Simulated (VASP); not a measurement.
Here is a VASP 6.6.1 calculation.

INCAR

```
SYSTEM = K
ALGO = Fast
EDIFF = 1E-6
ENCUT = 520
GGA = PS
ISIF = 2
ISMEAR = 0
LASPH = .TRUE.
LCHARG = .FALSE.
LREAL = .FALSE.
LWAVE = .FALSE.
NBANDS = 10
NELM = 60
PREC = Accurate
SIGMA = 0.1
```

Contents of KPOINTS:

```
k-points
0
G
  12 12 12
  0 0 0
```

Contents of POSCAR:

```
K
1.0
   -2.6301727157      2.6301727157      2.6301727157
    2.6301727157     -2.6301727157      2.6301727157
    2.6301727157      2.6301727157     -2.6301727157
K
1
Direct
    0.0000000000      0.0000000000      0.0000000000
```

Potentials or basis: VASP PAW PBE potentials, release 64 (K_sv).

Launch:

```console
$ cat potpaw_PBE.64/K_sv/POTCAR > POTCAR
$ mpirun -np 1 vasp_std > vasp.out
```

Problem. Predict the pressure.

Solution. -0.1 GPa.

Caveat: the PAW data sets were made with another functional, which shifts forces and pressure a little.
